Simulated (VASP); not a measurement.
# NaI (Pmma) in VASP: further runs, part 3 of 3

VASP 6.6.1. The steps go on from the part before.

**5. Single point, PBE (strained)**

Input file INCAR:

```
  PREC = Accurate
  ENCUT = 520
  EDIFF = 1E-6
  ISMEAR = 0
  SIGMA = 0.02
  LREAL = F
  LASPH = T
  NELM = 100
  ALGO = Normal
  ISIF = 2
  LWAVE = F
  LCHARG = F
  GGA = PE
  NBANDS = 22
```

Input file KPOINTS:

```
regular mesh
0
Gamma
  6 6 4
```

Input file POSCAR:

```
NaI
1.0
    4.7298605615      0.0000000000      0.0000000000
    0.0000000000      4.5364725563      0.0000000000
    0.0000000000      0.0000000000      8.1233426613
Na I
2 2
Direct
    0.2500000000      0.5000000000      0.2859095791
    0.7500000000      0.5000000000      0.7140904209
    0.2500000000      0.0000000000      0.7426478242
    0.7500000000      0.0000000000      0.2573521758
```

Potentials or basis: VASP PAW PBE potentials, release 64 (Na_pv, I).

Command:

```bash
$ cat potpaw_PBE.64/Na_pv/POTCAR potpaw_PBE.64/I/POTCAR > POTCAR
$ mpirun -np 1 vasp_std > vasp.out
```

OUTCAR:

```text
PREC = Accurate
   ENCUT = 520
   EDIFF = 1E-6
   ISMEAR = 0
   LREAL = F
   LASPH = T
   NELM = 100
   ISIF = 2
   GGA = PE

 ion  position               nearest neighbor table
   1  0.250  0.500  0.286-
   2  0.750  0.500  0.714-
   3  0.250  0.000  0.743-
   4  0.750  0.000  0.257-

  LATTYP: Found a simple orthorhombic cell.
 ALAT       =     4.5364725563
 B/A-ratio  =     1.0426295988
 C/A-ratio  =     1.7906738243

  Lattice vectors:

 A1 = (   0.0000000000,  -4.5364725563,   0.0000000000)
 A2 = (   4.7298605615,   0.0000000000,   0.0000000000)
 A3 = (   0.0000000000,   0.0000000000,   8.1233426613)

Analysis of symmetry for initial positions (statically):
=====================================================================
 Subroutine PRICEL returns:
 Original cell was already a primitive cell.

 Routine SETGRP: Setting up the symmetry group for a
 simple orthorhombic supercell.

 Subroutine GETGRP returns: Found  8 space group operations
 (whereof  4 operations were pure point group operations)
 out of a pool of  8 trial point group operations.

The static configuration has the point symmetry C_2h.
 The point group associated with its full space group is D_2h.

Analysis of symmetry for dynamics (positions and initial velocities):
=====================================================================
 Subroutine PRICEL returns:
 Original cell was already a primitive cell.

 Routine SETGRP: Setting up the symmetry group for a
 simple orthorhombic supercell.

 Subroutine GETGRP returns: Found  8 space group operations
 (whereof  4 operations were pure point group operations)
 out of a pool of  8 trial point group operations.

The dynamic configuration has the point symmetry C_2h.
[... 119 lines left out ...]
   ISMEAR =     0;   SIGMA  =   0.02  broadening in eV -4-tet -1-fermi 0-gaus
   EFERMI_NEDOS =   21; number of points for ismear=-14 and -15
   IALGO  =     38    algorithm
   IMIX   =      4    mixing-type and parameters
     AMIX     =   0.40;   BMIX     =  1.00
     AMIX_MAG =   1.60;   BMIX_MAG =  1.00
  volume/ion in A,a.u.               =      43.58       294.06
  Fermi-wavevector in a.u.,A,eV,Ry     =   0.889939  1.681741 10.775704  0.791992
  Thomas-Fermi vector in A             =   2.011565
   LORBIT       =      0    0 simple, 1 ext, 2 COOP (PROOUT), +10 PAW based schemes
   GGA     = PE    functional components
   LHFCALC =     F    Hartree Fock is set to
   AEXX    =    0.0000 exact exchange contribution
   IVDW    =     0    specifies the selected vdW correction
   LEPSILON=     F    determine dielectric tensor
   LRPA    =     F    only Hartree local field effects (RPA)
 non-spin polarized calculation
 Gauss-broadening in eV      SIGMA  =   0.02
  energy-cutoff  :      520.00
  volume of cell :      174.30
 maximum number of plane-waves:      4734
 NGX is ok and might be reduce to    36
   NGX = 17   NGY = 17   NGZ = 31

 number of electron      28.0000005 magnetization

 Free energy of the ion-electron system (eV)
  ---------------------------------------------------
  ext. energy  EPLUGINS =         0.00000000
  ---------------------------------------------------
  free energy    TOTEN  =       -10.21025882 eV

  energy without entropy =      -10.21025882  energy(sigma->0) =      -10.21025882

 E-fermi :  -0.0494     XC(G=0):  -6.6671

 val. band max:       -0.1783313461   @ k =   0.0000   0.5000   0.0000
 cond. band min:       2.3767399493   @ k =   0.0000   0.0000   0.0000
 fundamental gap:      2.5550712954
 Fermi energy:        -0.0494139041

 k-point     1 :       0.0000    0.0000    0.0000
  band No.  band energies     occupation
      1     -23.5961      2.00000
      2     -23.5931      2.00000
      3     -23.5448      2.00000
      4     -23.5436      2.00000
      5     -23.5395      2.00000
      6     -23.5391      2.00000
[... 589 lines left out ...]
     21       7.7995      0.00000
     22       7.7995      0.00000

 [... further k-points ...]

------------------------ aborting loop because EDIFF is reached ----------------------------------------

  FORCE on cell =-STRESS in cart. coord.  units (eV):
  Direction    XX          YY          ZZ          XY          YZ          ZX
  --------------------------------------------------------------------------------------
  -------------------------------------------------------------------------------------
  Total       -1.4193594     -2.2831189     -0.0324611      0.0000000      0.0000000      0.0000000
  in kB      -13.0467266    -20.9863884     -0.2983818      0.0000000      0.0000000      0.0000000
  external PRESSURE =     -11.4438323 kB  Pullay stress =       0.0000000 kB

 VOLUME and BASIS-vectors are now :
 -----------------------------------------------------------------------------
  energy-cutoff  :      520.00
  volume of cell :      174.30
      direct lattice vectors                 reciprocal lattice vectors
     4.729860561  0.000000000  0.000000000     0.211422723  0.000000000  0.000000000
     0.000000000  4.536472556  0.000000000     0.000000000  0.220435589  0.000000000
     0.000000000  0.000000000  8.123342661     0.000000000  0.000000000  0.123102033

 POSITION                                       TOTAL-FORCE (eV/Angst)
 -----------------------------------------------------------------------------------
      1.18247      2.26824      2.32254         0.000000     -0.000000     -0.087209
      3.54740      2.26824      5.80080        -0.000000      0.000000      0.087209
      1.18247      0.00000      6.03278        -0.000000     -0.000000     -0.090642
      3.54740      0.00000      2.09056        -0.000000      0.000000      0.090642
 -----------------------------------------------------------------------------------
    total drift:                                0.000000     -0.000000     -0.000000

  FREE ENERGIE OF THE ION-ELECTRON SYSTEM (eV)
  ---------------------------------------------------
  free  energy   TOTEN  =       -10.2102588217 eV

  energy  without entropy=      -10.2102588217  energy(sigma->0) =      -10.21025882
```

OSZICAR:

```text
N       E                     dE             d eps       ncg     rms          rms(c)
DAV:   1     0.205692443302E+03    0.20569E+03   -0.12431E+04  2152   0.110E+03
DAV:   2     0.783745498759E+01   -0.19785E+03   -0.19015E+03  2442   0.265E+02
DAV:   3    -0.998696837775E+01   -0.17824E+02   -0.17744E+02  2604   0.868E+01
DAV:   4    -0.105201705155E+02   -0.53320E+00   -0.53289E+00  2676   0.159E+01
DAV:   5    -0.105384340656E+02   -0.18264E-01   -0.18262E-01  2864   0.281E+00    0.231E+00
DAV:   6    -0.102567218382E+02    0.28171E+00   -0.36341E-01  2490   0.245E+00    0.155E+00
DAV:   7    -0.101967780485E+02    0.59944E-01   -0.28859E-01  2580   0.205E+00    0.976E-01
DAV:   8    -0.102101368143E+02   -0.13359E-01   -0.30015E-02  2208   0.104E+00    0.400E-01
DAV:   9    -0.102094256278E+02    0.71119E-03   -0.10496E-03  2514   0.209E-01    0.143E-01
DAV:  10    -0.102100819308E+02   -0.65630E-03   -0.68566E-04  2232   0.142E-01    0.243E-02
DAV:  11    -0.102102385459E+02   -0.15662E-03   -0.14807E-04  2256   0.549E-02    0.926E-03
DAV:  12    -0.102102565382E+02   -0.17992E-04   -0.16368E-05  2178   0.199E-02    0.105E-02
DAV:  13    -0.102102587779E+02   -0.22397E-05   -0.55429E-06  1926   0.128E-02    0.155E-03
DAV:  14    -0.102102588217E+02   -0.43832E-07   -0.30503E-07  2142   0.367E-03
   1 F= -.10210259E+02 E0= -.10210259E+02  d E =-.707091E-22
```

Wall time 78 s (1 thread of AMD EPYC 9R45 (Zen 5), shared host); peak memory 0.32 GiB.

What came out:

```yaml
Free_energy: -10.2103 eV
Pressure: -1.1 GPa
Largest_force: 0.091 eV/Å
Band_gap_on_the_k_mesh: 2.56 eV (least direct gap 2.71 eV)
```

Forces on the atoms (eV/Å):
```
Na   0.000  0.000 -0.087
Na   0.000  0.000  0.087
I    0.000  0.000 -0.091
I    0.000  0.000  0.091
```

Levels at points of the mesh, in eV from the valence-band top:
| k point | band 10 | band 11 | band 12 | band 13 | band 14 | band 15 | band 16 | band 17 | band 18 | band 19 |
| --- | --- | --- | --- | --- | --- | --- | --- | --- | --- | --- |
| (0.00, 0.00, 0.00) | -0.85 | -0.64 | -0.54 | -0.42 | -0.15 | 2.56 | 4.08 | 5.92 | 6.15 | 6.34 |
| (0.50, 0.00, 0.00) | -1.88 | -0.82 | -0.82 | -0.44 | -0.44 | 4.87 | 4.87 | 5.98 | 5.98 | 6.80 |
| (0.00, 0.50, 0.00) | -1.73 | -1.28 | -0.69 | -0.41 | 0.00 | 3.91 | 5.02 | 5.55 | 5.70 | 6.73 |
| (0.50, 0.50, 0.00) | -1.67 | -1.50 | -1.50 | -0.57 | -0.57 | 3.93 | 3.93 | 5.56 | 5.56 | 7.39 |
| (0.00, 0.00, 0.50) | -0.87 | -0.74 | -0.66 | -0.57 | -0.50 | 3.33 | 3.68 | 5.80 | 5.84 | 6.94 |
| (0.50, 0.00, 0.50) | -2.02 | -0.56 | -0.56 | -0.44 | -0.44 | 4.44 | 4.44 | 6.19 | 6.19 | 6.38 |
| (0.00, 0.50, 0.50) | -1.90 | -0.84 | -0.60 | -0.59 | -0.51 | 4.37 | 5.06 | 5.70 | 5.71 | 6.97 |
| (0.50, 0.50, 0.50) | -1.67 | -1.62 | -1.62 | -0.36 | -0.36 | 3.64 | 3.64 | 6.26 | 6.26 | 6.82 |

Caveat: the cell differs from its parent crystal (strained); spin-orbit coupling is left out, which moves the levels of the heavy elements. A k mesh can miss the band edges.

**6. Overview**

```tsv
level	cell	gap on the mesh (eV)	pressure (GPa)	largest force (eV/Å)
PBEsol	a = 4.353, b = 4.276, c = 7.814 Å, 4 atoms, atomic positions A	2.73	1.3	0.39
PBEsol	a = 4.537, b = 4.149, c = 7.733 Å, 4 atoms, atomic positions B	2.73	0.2	0.15
PBEsol	a = 4.810, b = 4.335, c = 7.548 Å, 4 atoms, atomic positions C	2.27	-1.6	0.44
PBE	a = 4.730, b = 4.536, c = 8.123 Å, 4 atoms, atomic positions D	2.56	-1.1	0.09
```

Alike in all rows: task single point; potentials or basis VASP PAW PBE potentials, release 64 (Na_pv, I); no spin polarisation; k mesh 6 × 6 × 4; cutoff (eV) 520; smearing gaussian 0.02 eV.

Caveats: spin-orbit coupling is left out, which moves the levels of the heavy elements; the PAW data sets were made with another functional, which shifts forces and pressure a little (at least some runs).

Total energies depend on the potentials used, so only differences within one code and one set of settings carry meaning.
